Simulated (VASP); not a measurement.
# SiO2 (P4_2/mnm) in VASP: further runs

SiO2 is run at these levels: LDA; tasks: single point.

Program: VASP 6.6.1. These are calculated values, not measurements. Logs are shortened: lines on timing, memory, paths and dates and some standing lists are left out, and cuts for length are marked.

## Step 1: The cell of the first run

The structure is tetragonal, space group P4_2/mnm (No. 136). The conventional cell has a = 4.130 Å, b = 4.130 Å, c = 2.534 Å, α = 90.00°, β = 90.00°, γ = 90.00°. Within 2.3 Å of Si (site symmetry mmm) lie 6 O at 1.70 to 1.78 Å. O (site symmetry m2m) has 3 Si at 1.70 to 1.78 Å and 1 O at 2.27 Å within 2.3 Å.

## Step 2: Single point, LDA

The input, INCAR:

```
ALGO = Normal
EDIFF = 1E-6
ENCUT = 520
ISIF = 2
ISMEAR = 0
LASPH = T
LCHARG = F
LREAL = F
LWAVE = F
NBANDS = 25
NELM = 80
PREC = Accurate
SIGMA = 0.05
```

The input, KPOINTS:

```
k-points
0
Gamma
  6 6 8
```

The input, POSCAR:

```
SiO2
1.0
    4.1302000000      0.0000000000      0.0000000000
    0.0000000000      4.1302000000      0.0000000000
    0.0000000000      0.0000000000      2.5336000000
Si O
2 4
Direct
    0.5000000000      0.5000000000      0.5000000000
    0.0000000000      0.0000000000      0.0000000000
    0.6944252994      0.6944252994      0.0000000000
    0.1944252994      0.8055747006      0.5000000000
    0.3055747006      0.3055747006      0.0000000000
    0.8055747006      0.1944252994      0.5000000000
```

Potentials or basis: VASP PAW LDA potentials, release 64 (Si, O).

Launch:

```
cat potpaw_LDA.64/Si/POTCAR potpaw_LDA.64/O/POTCAR > POTCAR
mpirun -np 1 vasp_std > vasp.out
```

OUTCAR:

```text
EDIFF = 1E-6
   ENCUT = 520
   ISIF = 2
   ISMEAR = 0
   LASPH = T
   LREAL = F
   NELM = 80
   PREC = Accurate

 ion  position               nearest neighbor table
   1  0.500  0.500  0.500-   3 1.70   5 1.70   3 1.70   5 1.70   4 1.78   6 1.78
   2  0.000  0.000  0.000-   4 1.70   6 1.70   4 1.70   6 1.70   5 1.78   3 1.78
   3  0.694  0.694  0.000-   1 1.70   1 1.70   2 1.78
   4  0.194  0.806  0.500-   2 1.70   2 1.70   1 1.78
   5  0.306  0.306  0.000-   1 1.70   1 1.70   2 1.78
   6  0.806  0.194  0.500-   2 1.70   2 1.70   1 1.78

  LATTYP: Found a simple tetragonal cell.
 ALAT       =     4.1302000000
 C/A-ratio  =     0.6134327635

  Lattice vectors:

 A1 = (   4.1302000000,   0.0000000000,   0.0000000000)
 A2 = (   0.0000000000,   4.1302000000,   0.0000000000)
 A3 = (   0.0000000000,   0.0000000000,   2.5336000000)

Analysis of symmetry for initial positions (statically):
=====================================================================
 Subroutine PRICEL returns:
 Original cell was already a primitive cell.

 Routine SETGRP: Setting up the symmetry group for a
 simple tetragonal supercell.

 Subroutine GETGRP returns: Found 16 space group operations
 (whereof  8 operations were pure point group operations)
 out of a pool of 16 trial point group operations.

The static configuration has the point symmetry D_2h.
 The point group associated with its full space group is D_4h.

Analysis of symmetry for dynamics (positions and initial velocities):
=====================================================================
 Subroutine PRICEL returns:
 Original cell was already a primitive cell.

 Routine SETGRP: Setting up the symmetry group for a
 simple tetragonal supercell.

 Subroutine GETGRP returns: Found 16 space group operations
 (whereof  8 operations were pure point group operations)
 out of a pool of 16 trial point group operations.

The dynamic configuration has the point symmetry D_2h.
 The point group associated with its full space group is D_4h.

 Subroutine INISYM returns: Found 16 space group operations
 (whereof  8 operations are pure point group operations),
 and found     1 'primitive' translations

----------------------------------------------------------------------------------------

                                     Primitive cell

  volume of cell :      43.2195

  direct lattice vectors                    reciprocal lattice vectors
[... 92 lines left out ...]
   LASPH  =      T    aspherical Exc in radial PAW
   ENCUT  =  520.0 eV  38.22 Ry    6.18 a.u.   7.68  7.68  4.71*2*pi/ulx,y,z
   NELM   =     80;   NELMIN=  2; NELMDL= -5     # of ELM steps
   EDIFF  = 0.1E-05   stopping-criterion for ELM
   LREAL  =      F    real-space projection
   EDIFFG = 0.1E-04   stopping-criterion for IOM
   NSW    =      0    number of steps for IOM
   IBRION =     -1    ionic relax: 0-MD 1-quasi-New 2-CG
   NFREE  =      0    steps in history (QN), initial steepest desc. (CG)
   ISIF   =      2    stress and relaxation
   ISYM   =      2    0-nonsym 1-usesym 2-fastsym
   POTIM  = 0.5000    time-step for ionic-motion
   TEBEG  =    0.0;   TEEND  =   0.0 temperature during run
   PSTRESS=    0.0 pullay stress
   NELECT =      32.0000    total number of electrons
   NUPDOWN=      -1.0000    fix difference up-down
   EMIN   =  10.00;   EMAX   =-10.00  energy-range for DOS
   EFERMI =   0.00;   METHOD = LEGACY
   ISMEAR =     0;   SIGMA  =   0.05  broadening in eV -4-tet -1-fermi 0-gaus
   EFERMI_NEDOS =   21; number of points for ismear=-14 and -15
   IALGO  =     38    algorithm
   IMIX   =      4    mixing-type and parameters
     AMIX     =   0.40;   BMIX     =  1.00
     AMIX_MAG =   1.60;   BMIX_MAG =  1.00
  volume/ion in A,a.u.               =       7.20        48.61
  Fermi-wavevector in a.u.,A,eV,Ry     =   1.481033  2.798747 29.843820  2.193459
  Thomas-Fermi vector in A             =   2.594993
   LORBIT       =      0    0 simple, 1 ext, 2 COOP (PROOUT), +10 PAW based schemes
   GGA     = CA    functional components
   LHFCALC =     F    Hartree Fock is set to
   AEXX    =    0.0000 exact exchange contribution
   IVDW    =     0    specifies the selected vdW correction
   LEPSILON=     F    determine dielectric tensor
   LRPA    =     F    only Hartree local field effects (RPA)
 non-spin polarized calculation
 Gauss-broadening in eV      SIGMA  =   0.05
  energy-cutoff  :      520.00
  volume of cell :       43.22
 maximum number of plane-waves:      1202
 NGX is ok and might be reduce to    32
   NGX = 15   NGY = 15   NGZ =  9

 number of electron      31.9999982 magnetization

 Free energy of the ion-electron system (eV)
  ---------------------------------------------------
  ext. energy  EPLUGINS =         0.00000000
  ---------------------------------------------------
  free energy    TOTEN  =       -51.61047467 eV

  energy without entropy =      -51.61047467  energy(sigma->0) =      -51.61047467

 E-fermi :   9.3873     XC(G=0): -13.1045

 val. band max:        9.1009172044   @ k =   0.0000   0.0000   0.0000
 cond. band min:      16.2024573819   @ k =   0.0000   0.0000   0.0000
 fundamental gap:      7.1015401775
 Fermi energy:         9.3872596147

 k-point     1 :       0.0000    0.0000    0.0000
  band No.  band energies     occupation
      1     -14.1484      2.00000
      2     -10.1097      2.00000
      3     -10.1097      2.00000
      4      -9.9206      2.00000
      5      -2.2692      2.00000
      6       1.9385      2.00000
[... 661 lines left out ...]
     24      22.6663      0.00000
     25      23.2739      0.00000

 [... further k-points ...]
[... 5 lines left out ...]
  --------------------------------------------------------------------------------------
  -------------------------------------------------------------------------------------
  Total        4.6042497      4.6042497     13.0517318     -0.0000000      0.0000000      0.0000000
  in kB      170.6825934    170.6825934    483.8363651     -0.0000000      0.0000000      0.0000000
  external PRESSURE =     275.0671839 kB  Pullay stress =       0.0000000 kB

 VOLUME and BASIS-vectors are now :
 -----------------------------------------------------------------------------
  energy-cutoff  :      520.00
  volume of cell :       43.22
      direct lattice vectors                 reciprocal lattice vectors
     4.130200000  0.000000000  0.000000000     0.242119026  0.000000000  0.000000000
     0.000000000  4.130200000  0.000000000     0.000000000  0.242119026  0.000000000
     0.000000000  0.000000000  2.533600000     0.000000000  0.000000000  0.394695295

 POSITION                                       TOTAL-FORCE (eV/Angst)
 -----------------------------------------------------------------------------------
      2.06510      2.06510      1.26680         0.000000     -0.000000      0.000000
      0.00000      0.00000      0.00000         0.000000     -0.000000      0.000000
      2.86812      2.86812      0.00000         0.252478      0.252478      0.000000
      0.80302      3.32718      1.26680         0.252478     -0.252478      0.000000
      1.26208      1.26208      0.00000        -0.252478     -0.252478     -0.000000
      3.32718      0.80302      1.26680        -0.252478      0.252478      0.000000
 -----------------------------------------------------------------------------------
    total drift:                                0.000000      0.000000     -0.000000

  FREE ENERGIE OF THE ION-ELECTRON SYSTEM (eV)
  ---------------------------------------------------
  free  energy   TOTEN  =       -51.6104746733 eV

  energy  without entropy=      -51.6104746733  energy(sigma->0) =      -51.61047467
```

Wall time 13 s (1 thread of Intel Xeon 6975P-C (Granite Rapids), shared host); peak memory 0.15 GiB.

Results:

```
Free energy            : -51.6105 eV
Pressure               : 27.5 GPa
Largest force          : 0.357 eV/Å
Band gap on the k mesh : 7.10 eV, direct
```

Forces in eV/Å, atoms in the order of the input:
```
Si   0.000  0.000  0.000
Si   0.000  0.000  0.000
O    0.252  0.252  0.000
O    0.252 -0.252  0.000
O   -0.252 -0.252  0.000
O   -0.252  0.252  0.000
```

Levels at points of the mesh, in eV from the valence-band top:
```
           k point  band 13  band 14  band 15  band 16  band 17  band 18  band 19  band 20
(0.00, 0.00, 0.00)    -2.38    -0.98    -0.98     0.00     7.10     7.38     9.56     9.56
(0.50, 0.00, 0.00)    -2.66    -2.66    -1.20    -1.20     9.01     9.01     9.97     9.97
(0.50, 0.50, 0.00)    -2.78    -2.78    -2.71    -2.71     8.56     8.56    11.00    11.00
(0.00, 0.00, 0.50)    -3.39    -3.39    -3.00    -3.00     9.81     9.81    13.10    13.10
(0.50, 0.00, 0.50)    -2.58    -2.58    -1.98    -1.98     9.22     9.22    10.17    10.17
(0.50, 0.50, 0.50)    -2.02    -2.02    -1.74    -1.74     7.80     7.80    11.20    11.20
```

A k mesh can miss the band edges. A hybrid or GW would open this gap; LDA tends to underestimate it.

## Step 3: Single point, LDA

This run uses another cell than the first one, of 9.10 Å³/atom, 1.263 times its volume.

The input, INCAR:

```
SYSTEM = SiO2
PREC = Accurate ; ENCUT = 520
EDIFF = 1E-7 ; ISMEAR = 0
SIGMA = 0.05 ; LREAL = .FALSE.
LASPH = .TRUE. ; NELM = 60
ALGO = Normal ; ISIF = 2
LWAVE = .FALSE. ; LCHARG = .TRUE.
LELF = .TRUE. ; LVHAR = .TRUE.
NBANDS = 25
```

The input, KPOINTS:

```
regular mesh
0
G
  6 6 8
  0 0 0
```

Changes to POSCAR since step 2:

```diff
@@ -2,5 +2,5 @@
 1.0
-    4.1302000000      0.0000000000      0.0000000000
-    0.0000000000      4.1302000000      0.0000000000
-    0.0000000000      0.0000000000      2.5336000000
+    4.2798000000      0.0000000000      0.0000000000
+    0.0000000000      4.2798000000      0.0000000000
+    0.0000000000      0.0000000000      2.9807000000
 Si O
```

Potentials or basis: VASP PAW LDA potentials, release 64 (Si, O).

Launch:

```
cat potpaw_LDA.64/Si/POTCAR potpaw_LDA.64/O/POTCAR > POTCAR
mpirun -np 1 vasp_std > vasp.out
```

Wall time 31 s (1 thread of AMD EPYC 9R45 (Zen 5), shared host); peak memory 0.14 GiB.

The run converged. Its results:

| Property | Result |
| --- | --- |
| Free energy | -50.3799 eV |
| Pressure | -41.1 GPa |
| Largest force | 0.012 eV/Å |
| Band gap on the k mesh | 2.67 eV, direct |

Forces on the atoms (eV/Å):
```
Si   0.000  0.000  0.000
Si   0.000  0.000  0.000
O   -0.008 -0.008  0.000
O   -0.008  0.008  0.000
O    0.008  0.008  0.000
O    0.008 -0.008  0.000
```

Stress tensor (GPa, compression positive):
```
-30.68   0.00   0.00
  0.00 -30.68   0.00
  0.00   0.00 -61.83
```

Levels at points of the mesh, in eV from the valence-band top:
```tsv
k point	band 12	band 13	band 14	band 15	band 16	band 17	band 18	band 19	band 20	band 21
(0.00, 0.00, 0.00)	-2.97	-2.53	-0.70	-0.70	0.00	2.67	4.72	6.08	6.08	8.81
(0.50, 0.00, 0.00)	-3.21	-2.54	-2.54	-0.82	-0.82	5.13	5.13	6.79	6.79	10.55
(0.50, 0.50, 0.00)	-3.13	-2.60	-2.60	-1.55	-1.55	4.88	4.88	7.70	7.70	11.56
(0.00, 0.00, 0.50)	-4.00	-2.63	-2.63	-2.08	-2.08	6.93	6.93	10.78	10.78	11.13
(0.50, 0.00, 0.50)	-3.34	-1.77	-1.77	-1.34	-1.34	6.93	6.93	8.68	8.68	11.20
(0.50, 0.50, 0.50)	-3.76	-1.26	-1.26	-1.15	-1.15	5.33	5.33	9.95	9.95	10.44
```

(Continued in part 2 of 2.)
